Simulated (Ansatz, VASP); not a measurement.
## Ta in VASP and in Ansatz

The input INCAR:

```
SYSTEM = Ta
  PREC = Accurate
  ENCUT = 520
  EDIFF = 1E-7
  ISMEAR = -1
  SIGMA = 0.08
  LREAL = .FALSE.
  LASPH = .TRUE.
  NELM = 100
  ALGO = Normal
  ISIF = 2
  LWAVE = .FALSE.
  LCHARG = .FALSE.
  GGA = PE
  NBANDS = 12
```

Contents of KPOINTS:

```
regular mesh
0
G
  16 16 16
  0 0 0
```

File POSCAR:

```
Ta
1.0
   -1.6853546339      1.6604479152      1.6604479152
    1.6604479152     -1.6853546339      1.6604479152
    1.6604479152      1.6604479152     -1.6853546339
Ta
1
Direct
    0.0000000000      0.0000000000      0.0000000000
```

Input for Ansatz:

```yaml
crystal:
  lattice:
    - [-1.6853546339, 1.6604479152, 1.6604479152]
    - [1.6604479152, -1.6853546339, 1.6604479152]
    - [1.6604479152, 1.6604479152, -1.6853546339]
  atoms:
    - { symbol: Ta, position: [0.0, 0.0, 0.0] }
kpoints:
  mp_grid: { grid: [16, 16, 16] }
scf:
  occupations: { method: fermi_dirac, width: 0.08 }
hamiltonian:
  xc: pbe
  pseudopotentials: { kind: all_electron, lapw: { basis_error: 0.001 } }
output:
  forces: true
  stress: true
  eigenvalues: true
```

Change from the starting cell: equal xy, yz and zx shear strains of -1.5 %.

Alike in both runs: task single point; functional PBE; k mesh 16 × 16 × 16; occupations fermi-dirac, width 0.08 eV; no spin polarisation.

|  | VASP | Ansatz |
| --- | --- | --- |
| version | VASP 6.6.1 | Ansatz 0.2.0 |
| potentials or method | VASP PAW PBE potentials, release 64 (Ta_pv), cutoff 520 eV | all-electron LAPW, scalar-relativistic |

Ansatz gave:

```
pressure (GPa)                                                : 0.0
traceless stress, the component that is largest in VASP (GPa) : 0.99
```

Problem. Estimate VASP's values.

Solution. Pressure (GPa): 0.2; traceless stress, the component that is largest in VASP (GPa): 1.00.

Ansatz ran all-electron here, and VASP with PAW potentials.

Spin-orbit coupling is off throughout.
